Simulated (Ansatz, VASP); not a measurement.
# ZnO in VASP and in Ansatz

Contents of INCAR:

```
SYSTEM = ZnO
PREC = Accurate
ENCUT = 520
EDIFF = 1E-7
ISMEAR = 0
SIGMA = 0.05
LREAL = .False.
LASPH = .True.
NELM = 80
ALGO = Normal
ISIF = 2
LWAVE = .False.
LCHARG = .True.
GGA = PS
LELF = .True.
LVHAR = .True.
NBANDS = 26
```

Contents of KPOINTS:

```
regular mesh
0
Gamma
  9 9 6
  0 0 0
```

The input POSCAR:

```
ZnO
1.0
    3.2905078253      0.0000000000      0.0000000000
   -1.6452539126      2.8496633681      0.0000000000
    0.0000000000      0.0000000000      5.0282250078
Zn O
2 2
Direct
    0.3333333333      0.6666666667      0.0015754469
    0.6666666667      0.3333333333      0.5015754469
    0.3333333333      0.6666666667      0.3503636909
    0.6666666667      0.3333333333      0.8503636909
```

Input for Ansatz:

```yaml
crystal:
  lattice:
    - [3.2905078253, 0.0, 0.0]
    - [-1.6452539126, 2.8496633681, 0.0]
    - [0.0, 0.0, 5.0282250078]
  atoms:
    - { symbol: Zn, position: [0.3333333333, 0.6666666667, 0.0015754469] }
    - { symbol: Zn, position: [0.6666666667, 0.3333333333, 0.5015754469] }
    - { symbol: O, position: [0.3333333333, 0.6666666667, 0.3503636909] }
    - { symbol: O, position: [0.6666666667, 0.3333333333, 0.8503636909] }
basis:
  ecutwfc: 520.0
kpoints:
  mp_grid: { grid: [9, 9, 6] }
hamiltonian:
  xc: pbesol
  pseudopotentials: { kind: paw, azcp: { folder: soft_1 } }
scf:
  occupations: { method: gaussian, width: 0.05 }
output:
  forces: true
  stress: true
  eigenvalues: true
```

Alike in both runs: task single point; functional PBEsol; k mesh 9 × 9 × 6; occupations gaussian, width 0.05 eV; no spin polarisation.

|  | VASP | Ansatz |
| --- | --- | --- |
| version | VASP 6.6.1 | Ansatz 0.2.0 |
| potentials or method | VASP PAW PBE potentials, release 64 (Zn, O), cutoff 520 eV | scalar-relativistic, plane waves, PAW |
| valence electrons in the cell | 36 | 36 |

VASP gave:

* gap on the k mesh at the Fermi level (eV): 0.76
* least direct gap on the mesh (eV): 0.76
* pressure (GPa): 7.8
* traceless stress, the component that is largest in VASP (GPa): 28.42
* rms of the force components (eV/Å): 1.764

Estimate Ansatz's values.

gap on the k mesh at the Fermi level (eV): 0.77; least direct gap on the mesh (eV): 0.77; pressure (GPa): 6.7; traceless stress, the component that is largest in VASP (GPa): 27.32; rms of the force components (eV/Å): 1.698.

VASP's potentials were made for PBE, not for PBEsol, and Ansatz warns of the same on its side. Atom by atom the forces differ by 0.066 eV/Å (rms over components).
